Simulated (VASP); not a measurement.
Cu4Si3, 7 atoms in the cell. Symmetry: P-43m, No. 215, cubic system. The conventional cell has a = 4.699 Å, b = 4.699 Å, c = 4.699 Å, α = 90.00°, β = 90.00°, γ = 90.00°. Within 2.8 Å of Si (site symmetry -42m) lie 4 Cu at 2.12 Å. Cu (site symmetry 3m) has 3 Si at 2.12 Å within 2.8 Å. The cell was built from a structure type or drawn by symmetry, and may not be a known phase.

- Program: VASP 6.6.1
- Task: single point
- Functional: PBE
- Potentials or basis: VASP PAW PBE potentials, release 64 (Si, Cu)
- Cutoff: 600 eV
- k mesh: 4 × 4 × 4
- Occupations: gaussian, width 0.1 eV
- Spin: no spin polarisation
- Dipole correction: no
- Further INCAR settings: ALGO = Normal; EDIFF = 1e-06; NBANDS = 37

Potentials or basis: VASP PAW PBE potentials, release 64 (Si, Cu).

Command:

```sh
$ cat potpaw_PBE.64/Si/POTCAR potpaw_PBE.64/Cu/POTCAR > POTCAR
$ mpirun -np 1 vasp_std > vasp.out
```

Hardware: 1 thread of Intel(R) Xeon(R) Platinum 8259CL CPU @ 2.50GHz (Skylake/Cascade Lake) (shared host).

Task: Estimate the wall time of this run.

Result: It took 52 s on 1 thread of Intel(R) Xeon(R) Platinum 8259CL CPU @ 2.50GHz (Skylake/Cascade Lake), on a shared host, peak memory 0.24 GiB. Counts: scf iterations 15, k points 10.
